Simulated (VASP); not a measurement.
# AgH16O8F in VASP: a series of runs

AgH16O8F is run at these levels: PBE+D3(BJ); tasks: single point.

All numbers are computed with VASP 6.6.1; they aren't measurements. Logs are shortened: lines on timing, memory, paths and dates and some standing lists are left out, and cuts for length are marked.

## 1. The cell of the first run

The cell holds a disordered packing, 26 atoms: a = 6.573 Å, b = 6.573 Å, c = 6.573 Å, α = 90.00°, β = 90.00°, γ = 90.00°.

## 2. Single point, PBE+D3(BJ)

INCAR

```
SYSTEM = AgH16O8F
ALGO     = Normal         ! electronic algorithm
EDIFF    = 1E-6           ! SCF threshold, eV
ENCUT    = 520            ! plane-wave cutoff, eV
GGA      = PE             ! functional
GGA_COMPAT= .False.      
ISIF     = 2              ! what is computed and relaxed
ISMEAR   = -1             ! smearing method
IVDW     = 12             ! dispersion correction
LASPH    = .True.         ! aspherical terms in the spheres
LCHARG   = .False.        ! write CHGCAR
LREAL    = .False.        ! projectors in reciprocal space
LWAVE    = .False.        ! write WAVECAR
NBANDS   = 60             ! bands
NELM     = 120            ! most SCF steps
PREC     = Accurate       ! precision mode
SIGMA    = 0.02           ! smearing width, eV
```

KPOINTS

```
k-points
0
Gamma
  1 1 1
  0 0 0
```

POSCAR

```
AgH16O8F
1.0
    6.5731380000      0.0000000000      0.0000000000
    0.0000000000      6.5731380000      0.0000000000
    0.0000000000      0.0000000000      6.5731380000
O H Ag F
8 16 1 1
Direct
    0.3862082311      0.5556706705      0.9272892186
    0.2578677034      0.9907596646      0.6167526074
    0.7429176141      0.2452861936      0.2419848785
   -0.0605342532      0.4163764704      0.6941585587
    0.7313097641      0.6212862106      0.1139029791
    0.0603973323      0.8027216225      0.0476180479
    0.1887835004      0.3258261123      0.3248068122
    0.6115343996      0.7420048081      0.5643879681
    0.3885663134      0.4714338874      0.7979598177
    0.2692777787      0.6411397418      0.9312294980
    0.2840956633      1.0504267520      0.4848825629
    0.3557661500      0.8694173164      0.6335025980
    0.6467078586      0.2696276877      0.3744330334
    0.7650988006      0.1037556187      0.2295098627
   -0.2014106504      0.3820093234      0.7109237627
   -0.0326023887      0.3270584004      0.5793123467
    0.7716862175      0.4826918285      0.1118948058
    0.6195518792      0.6246788064      0.0156089831
    0.0761280229      0.9530455621      0.0634400191
   -0.0852104429      0.7345502255      0.0475876210
    0.2725486670      0.4384511629      0.2590999915
    0.1328741310      0.2642421321      0.1964054307
    0.5917112953      0.5772281063      0.5806207020
    0.6534017694      0.7239160352      0.4134250643
    0.9742835157      0.7793081478      0.5981009375
    0.5177740069      0.3900115896      0.5908289161
```

Potentials or basis: VASP PAW PBE potentials, release 64 (O, H, Ag, F).

Command:

```
cat potpaw_PBE.64/O/POTCAR potpaw_PBE.64/H/POTCAR potpaw_PBE.64/Ag/POTCAR potpaw_PBE.64/F/POTCAR > POTCAR
mpirun -np 1 vasp_gam > vasp.out
```

OUTCAR:

```text
SYSTEM = AgH16O8F
   EDIFF = 1E-6
   ENCUT = 520
   GGA = PE
   ISIF = 2
   ISMEAR = -1
   IVDW = 12
   LASPH = .True.
   LREAL = .False.
   NELM = 120
   PREC = Accurate
 IVDW          = 12

 ion  position               nearest neighbor table
   1  0.386  0.556  0.927-  10 0.95   9 1.01
   2  0.258  0.991  0.617-  11 0.97  12 1.03  25 2.33
   3  0.743  0.245  0.242-  14 0.95  13 1.09
   4  0.939  0.416  0.694-  15 0.96  16 0.97  25 2.48
   5  0.731  0.621  0.114-  17 0.95  18 0.98
   6  0.060  0.803  0.048-  19 1.00  20 1.06
   7  0.189  0.326  0.325-  22 1.01  21 1.02
   8  0.612  0.742  0.564-  24 1.04  23 1.10  25 2.41
   9  0.389  0.471  0.798-   1 1.01
  10  0.269  0.641  0.931-   1 0.95
  11  0.284  0.050  0.485-   2 0.97
  12  0.356  0.869  0.634-   2 1.03
  13  0.647  0.270  0.374-   3 1.09
  14  0.765  0.104  0.230-   3 0.95
  15  0.799  0.382  0.711-   4 0.96
  16  0.967  0.327  0.579-   4 0.97
  17  0.772  0.483  0.112-   5 0.95
  18  0.620  0.625  0.016-   5 0.98
  19  0.076  0.953  0.063-   6 1.00
  20  0.915  0.735  0.048-   6 1.06
  21  0.273  0.438  0.259-   7 1.02
  22  0.133  0.264  0.196-   7 1.01
  23  0.592  0.577  0.581-   8 1.10  26 1.32
  24  0.653  0.724  0.413-   8 1.04
  25  0.974  0.779  0.598-   2 2.33   8 2.41   4 2.48
  26  0.518  0.390  0.591-  23 1.32

  LATTYP: Found a simple cubic cell.
 ALAT       =     6.5731380000

  Lattice vectors:

 A1 = (   6.5731380000,   0.0000000000,   0.0000000000)
 A2 = (   0.0000000000,   6.5731380000,   0.0000000000)
 A3 = (   0.0000000000,   0.0000000000,   6.5731380000)

Analysis of symmetry for initial positions (statically):
=====================================================================
 Subroutine PRICEL returns:
 Original cell was already a primitive cell.

 Routine SETGRP: Setting up the symmetry group for a
 simple cubic supercell.

 Subroutine GETGRP returns: Found  1 space group operations
 (whereof  1 operations were pure point group operations)
 out of a pool of 48 trial point group operations.

The static configuration has the point symmetry C_1 .

Analysis of symmetry for dynamics (positions and initial velocities):
=====================================================================
 Subroutine PRICEL returns:
 Original cell was already a primitive cell.

 Routine SETGRP: Setting up the symmetry group for a
 simple cubic supercell.

 Subroutine GETGRP returns: Found  1 space group operations
 (whereof  1 operations were pure point group operations)
 out of a pool of 48 trial point group operations.

The dynamic configuration has the point symmetry C_1 .
[... 129 lines left out ...]
   ISIF   =      2    stress and relaxation
   ISYM   =      2    0-nonsym 1-usesym 2-fastsym
   POTIM  = 0.5000    time-step for ionic-motion
   TEBEG  =    0.0;   TEEND  =   0.0 temperature during run
   PSTRESS=    0.0 pullay stress
   NELECT =      82.0000    total number of electrons
   NUPDOWN=      -1.0000    fix difference up-down
   EMIN   =  10.00;   EMAX   =-10.00  energy-range for DOS
   EFERMI =   0.00;   METHOD = LEGACY
   ISMEAR =    -1;   SIGMA  =   0.02  broadening in eV -4-tet -1-fermi 0-gaus
   EFERMI_NEDOS =   21; number of points for ismear=-14 and -15
   IALGO  =     38    algorithm
   IMIX   =      4    mixing-type and parameters
     AMIX     =   0.40;   BMIX     =  1.00
     AMIX_MAG =   1.60;   BMIX_MAG =  1.00
  volume/ion in A,a.u.               =      10.92        73.71
  Fermi-wavevector in a.u.,A,eV,Ry     =   1.082032  2.044744 15.929604  1.170793
  Thomas-Fermi vector in A             =   2.218063
   LORBIT       =      0    0 simple, 1 ext, 2 COOP (PROOUT), +10 PAW based schemes
   GGA     = PE    functional components
   LHFCALC =     F    Hartree Fock is set to
   AEXX    =    0.0000 exact exchange contribution
   IVDW    =    12    specifies the selected vdW correction
   LEPSILON=     F    determine dielectric tensor
   LRPA    =     F    only Hartree local field effects (RPA)
 non-spin polarized calculation
  energy-cutoff  :      520.00
  volume of cell :      284.00
 maximum number of plane-waves:      3845
 NGX is ok and might be reduce to    50
   NGX = 25   NGY = 25   NGZ = 25

 number of electron      81.9999996 magnetization

 Free energy of the ion-electron system (eV)
  ---------------------------------------------------
  ext. energy  EPLUGINS =         0.00000000
  ---------------------------------------------------
  free energy    TOTEN  =      -121.85656466 eV

  energy without entropy =     -121.85656466  energy(sigma->0) =     -121.85656466

 E-fermi :  -2.1861     XC(G=0):  -7.0586

 val. band max:       -2.6675738641   @ k =   0.0000   0.0000   0.0000
 cond. band min:       0.3630929059   @ k =   0.0000   0.0000   0.0000
 fundamental gap:      3.0306667701
 Fermi energy:        -2.1860765422

 k-point     1 :       0.0000    0.0000    0.0000
  band No.  band energies     occupation
      1     -23.2418      2.00000
      2     -22.2881      2.00000
      3     -22.0293      2.00000
      4     -21.9356      2.00000
      5     -21.4325      2.00000
      6     -21.3389      2.00000
[... 45 lines left out ...]
     52       6.7730      0.00000
     53       6.8366      0.00000
 [bands above 53 left out]

------------------------ aborting loop because EDIFF is reached ----------------------------------------

 Edisp (eV)   -1.13216

 E8    (eV) :    -0.2771

  FORCE on cell =-STRESS in cart. coord.  units (eV):
  Direction    XX          YY          ZZ          XY          YZ          ZX
  --------------------------------------------------------------------------------------
  -------------------------------------------------------------------------------------
  Total      -0.27863    -1.81411    -7.48539    -1.45133    -2.33722     2.98114
  in kB      -1.57186   -10.23424   -42.22860    -8.18763   -13.18536    16.81803
  external pressure =      -18.01 kB  Pullay stress =        0.00 kB

 VOLUME and BASIS-vectors are now :
 -----------------------------------------------------------------------------
  energy-cutoff  :      520.00
  volume of cell :      284.00
      direct lattice vectors                 reciprocal lattice vectors
     6.573138000  0.000000000  0.000000000     0.152134338  0.000000000  0.000000000
     0.000000000  6.573138000  0.000000000     0.000000000  0.152134338  0.000000000
     0.000000000  0.000000000  6.573138000     0.000000000  0.000000000  0.152134338

 POSITION                                       TOTAL-FORCE (eV/Angst)
 -----------------------------------------------------------------------------------
      2.53860      3.65250      6.09520         1.068283     -1.389595     -0.665254
      1.69500      6.51240      4.05400         0.130418     -2.163417      0.870118
      4.88330      1.61230      1.59060        -1.808924      1.462795      2.523487
      6.17524      2.73690      4.56280         0.656695     -0.093201     -0.104017
      4.80700      4.08380      0.74870         0.342420      1.883539     -0.004830
      0.39700      5.27640      0.31300         0.359237      0.619550     -0.267112
[... 18 lines left out ...]
      6.40410      5.12250      3.93140        -0.047740      0.102321      0.337938
      3.40340      2.56360      3.88360         0.567526     -0.619446     -0.189178
 -----------------------------------------------------------------------------------
    total drift:                               -0.001526     -0.000841      0.000357

  FREE ENERGIE OF THE ION-ELECTRON SYSTEM (eV)
  ---------------------------------------------------
  free  energy   TOTEN  =      -122.9887244723 eV

  energy  without entropy=     -122.9887244722  energy(sigma->0) =     -122.98872447
```

stdout:

```text
POSCAR found type information on POSCAR O H AgF
 POSCAR found :  4 types and      26 ions
 scaLAPACK will be used
 -----------------------------------------------------------------------------
|                                                                             |
|                                                                             |
|     You have a (more or less) 'large supercell' and for larger cells it     |
|     might be more efficient to use real-space projection operators.         |
|     Therefore, try LREAL= Auto in the INCAR file.                           |
|     Mind: For very accurate calculation, you might also keep the            |
|     reciprocal projection scheme (i.e. LREAL=.FALSE.).                      |
|                                                                             |
 -----------------------------------------------------------------------------

 LDA part: xc-table for (Slater+PW92), standard interpolation
 POSCAR, INCAR and KPOINTS ok, starting setup
 FFT: planning ... GRIDC
 FFT: planning ... GRID_SOFT
 FFT: planning ... GRID
 WAVECAR not read
 entering main loop
```

It took 28 s on 1 thread of Intel Xeon Platinum 8488C (Sapphire Rapids), shared host; peak memory 0.35 GiB.

What came out:

```
Free energy                : -122.9887 eV
Pressure                   : -1.8 GPa
Largest force              : 3.432 eV/Å
Dispersion energy per atom : -0.044 eV
```

Forces on the atoms (eV/Å):
```
O    1.068 -1.390 -0.665
O    0.130 -2.163  0.870
O   -1.809  1.463  2.523
O    0.657 -0.093 -0.104
O    0.342  1.884 -0.005
O    0.359  0.620 -0.267
O    0.451  0.448 -2.251
O    1.411 -0.921 -2.394
H    0.083  0.557  0.707
H   -1.291  0.852  0.138
H    0.239  0.492 -0.410
H   -0.369  1.591 -0.539
H    1.526 -0.319 -2.147
H   -0.015 -1.387  0.017
H   -1.369  0.125  0.405
H    0.873  0.158 -0.439
H    0.362 -1.831  0.522
H   -1.088  0.020 -0.285
H   -0.728 -1.485 -0.330
H    0.542  1.036  0.588
H   -0.642 -1.168  0.913
H    0.169  0.613  1.196
H   -0.596  0.738  0.395
H   -0.826  0.682  1.413
Ag  -0.048  0.102  0.338
F    0.568 -0.619 -0.189
```

Stress tensor (GPa, compression positive):
```
-0.16 -0.82  1.68
-0.82 -1.02 -1.32
 1.68 -1.32 -4.22
```

Levels at points of the mesh, in eV from the Fermi level:
```csv
k point,band 38,band 39,band 40,band 41,band 42,band 43,band 44,band 45
"(0.00, 0.00, 0.00)",-1.21,-1.14,-0.85,-0.48,2.55,5.03,6.10,6.59
```

Caveat: the k points lie up to 0.96 Å⁻¹ apart; the atoms stand as in a frame of molecular dynamics.

[end of part 1 of 2]
